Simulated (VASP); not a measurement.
Input of a VASP 6.6.1 run:

Contents of INCAR:

```
SYSTEM = Lu2SiF2
ALGO = Normal ; EDIFF = 1E-7
EDIFFG = -0.04 ; ENCUT = 600
GGA = PE ; GGA_COMPAT = .FALSE.
IBRION = 2 ; ISIF = 3
ISMEAR = 0 ; LASPH = .TRUE.
LCHARG = .FALSE. ; LREAL = .FALSE.
LWAVE = .FALSE. ; NELM = 120
NELMIN = 4 ; NSW = 90
PREC = Accurate ; SIGMA = 0.1
```

Contents of KPOINTS:

```
k-points
0
G
  6 6 6
  0 0 0
```

File POSCAR:

```
Lu2SiF2
1.0
   -2.0307575600      2.0307575600      4.9976257800
    2.0307575600     -2.0307575600      4.9976257800
    2.0307575600      2.0307575600     -4.9976257800
Lu Si F
2 1 2
Direct
    0.2500000000      0.7500000000      0.5000000000
    0.7500000000      0.2500000000      0.5000000000
    0.0000000000      0.0000000000      0.0000000000
    0.6487585900      0.6487585900      0.0000000000
    0.3512414100      0.3512414100      0.0000000000
```

Potentials or basis: VASP PAW PBE potentials, release 64 (Lu, Si, F).

Run with:

```bash
$ cat potpaw_PBE.64/Lu/POTCAR potpaw_PBE.64/Si/POTCAR potpaw_PBE.64/F/POTCAR > POTCAR
$ mpirun -np 1 vasp_std > vasp.out
```

(1) Predict the space group after relaxing (to 0.1 Å).

(2) What does it give for the band gap on the k mesh?

(3) Estimate the relaxed volume.

Results:

(1) I4/mmm (No. 139).

(2) zero (bands 34 and 35 overlap by 0.86 eV).

(3) 17.27 Å³/atom.

Caveat: spin-orbit coupling is left out, which moves the levels of the heavy elements.
